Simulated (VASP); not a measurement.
A run of VASP 6.6.1 is set up as follows.

File INCAR:

```
ALGO = Normal ; EDIFF = 1E-6
EDIFFG = -0.002 ; ENCUT = 600
GGA = PS ; IBRION = 2
ISIF = 3 ; ISMEAR = 0
LASPH = True ; LCHARG = False
LREAL = False ; LWAVE = False
NELM = 100 ; NSW = 100
PREC = Accurate ; SIGMA = 0.02
```

Contents of KPOINTS:

```
k-points
0
Gamma
  15 15 8
```

File POSCAR:

```
MgAl2C2
1.0
    3.3763427515      0.0000000000      0.0000000000
   -1.6881713757      2.9239985947      0.0000000000
    0.0000000000      0.0000000000      5.7690546143
Mg Al C
1 2 2
Direct
    0.0000000000      0.0000000000      0.0000000000
    0.3333333333      0.6666666667      0.3501623255
    0.6666666667      0.3333333333      0.6498376745
    0.3333333333      0.6666666667      0.7308552669
    0.6666666667      0.3333333333      0.2691447331
```

Potentials or basis: VASP PAW PBE potentials, release 64 (Mg, Al, C).

Launch:

```console
$ cat potpaw_PBE.64/Mg/POTCAR potpaw_PBE.64/Al/POTCAR potpaw_PBE.64/C/POTCAR > POTCAR
$ mpirun -np 1 vasp_std > vasp.out
```

Question: What does it give for the space group after relaxing (to 0.1 Å)?

Answer: P-3m1 (No. 164).

Question: Predict the relaxed cell.

Answer: a = 3.375 Å, b = 3.375 Å, c = 5.769 Å, α = 90.00°, β = 90.00°, γ = 120.00°.

Question: What does it give for the relaxed volume?

Answer: 11.38 Å³/atom.

Final structure:
```xyz
5
Lattice="3.3752 0.0000 0.0000 -1.6876 2.9230 0.0000 0.0000 0.0000 5.7693" Properties=species:S:1:pos:R:3 pbc="T T T"
Mg   -1.6876    2.9230    0.0000
Al    0.0000    1.9487    2.0188
Al    1.6876    0.9743    3.7506
C     0.0000    1.9487    4.2167
C     1.6876    0.9743    1.5527
```

Caveat: the PAW data sets were made with another functional, which shifts forces and pressure a little.
